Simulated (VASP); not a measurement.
Wanted: the native input for a VASP 6.6.1 run.

* Task: single point
* Functional: BLYP
* Potentials or basis: VASP PAW PBE potentials, release 64 (Hf_pv, Pd, Se, Br, O)
* Cutoff: 520 eV
* k mesh: 6 × 6 × 6
* Occupations: fermi-dirac, width 0.05 eV
* Spin: no spin polarisation
* Dipole correction: no
* Further INCAR settings: ALGO = Normal; EDIFF = 1e-06; NBANDS = 53

The structure of Hf2Pd2Se2Br2O3 lies in POSCAR:

```
Hf2Pd2Se2Br2O3
1.0
   -1.8922700000      2.6721200000     12.2842300000
    1.8922700000     -2.6721200000     12.2842300000
    1.8922700000      2.6721200000    -12.2842300000
Hf Pd Se Br O
2 2 2 2 3
Direct
    0.9209500000      0.9209500000      0.0000000000
    0.0790500000      0.0790500000      0.0000000000
    0.6833200000      0.6833200000      0.0000000000
    0.3166800000      0.3166800000      0.0000000000
    0.6177700000      0.1177700000      0.5000000000
    0.3822300000      0.8822300000      0.5000000000
    0.7866000000      0.7866000000      0.0000000000
    0.2134000000      0.2134000000      0.0000000000
    0.9012100000      0.4012100000      0.5000000000
    0.0987900000      0.5987900000      0.5000000000
    0.0000000000      0.0000000000      0.0000000000
```

One way to write it, as run:

INCAR

```
SYSTEM = Hf2Pd2Se2Br2O3
AGGAC    = 1.0          
AGGAX    = 1.0          
ALDAC    = 0.0          
ALDAX    = 1.0          
ALGO     = Normal         ! electronic algorithm
EDIFF    = 1E-6           ! SCF threshold, eV
ENCUT    = 520            ! plane-wave cutoff, eV
GGA      = B5             ! functional
ISIF     = 2              ! what is computed and relaxed
ISMEAR   = -1             ! smearing method
LASPH    = .TRUE.         ! aspherical terms in the spheres
LCHARG   = .FALSE.        ! write CHGCAR
LREAL    = .FALSE.        ! projectors in reciprocal space
LWAVE    = .FALSE.        ! write WAVECAR
NBANDS   = 53             ! bands
NELM     = 80             ! most SCF steps
PREC     = Accurate       ! precision mode
SIGMA    = 0.05           ! smearing width, eV
```

KPOINTS

```
k-points
0
G
  6 6 6
  0 0 0
```

Potentials or basis: VASP PAW PBE potentials, release 64 (Hf_pv, Pd, Se, Br, O).

Run with:

```console
$ cat potpaw_PBE.64/Hf_pv/POTCAR potpaw_PBE.64/Pd/POTCAR potpaw_PBE.64/Se/POTCAR potpaw_PBE.64/Br/POTCAR potpaw_PBE.64/O/POTCAR > POTCAR
$ mpirun -np 1 vasp_std > vasp.out
```

Results of the run:

The pressure is 3.4 GPa. The largest force is 0.358 eV/Å and the band gap on the k mesh is zero (bands 42 and 43 overlap by 0.08 eV).

Caveat: the cell stands under pressure; the PAW data sets were made with another functional, which shifts forces and pressure a little; spin-orbit coupling is left out, which moves the levels of the heavy elements.

Wall time 88 min on 1 thread of Intel(R) Xeon(R) Platinum 8175M CPU @ 2.50GHz (Skylake/Cascade Lake) (shared host), peak memory 1.9 GiB.
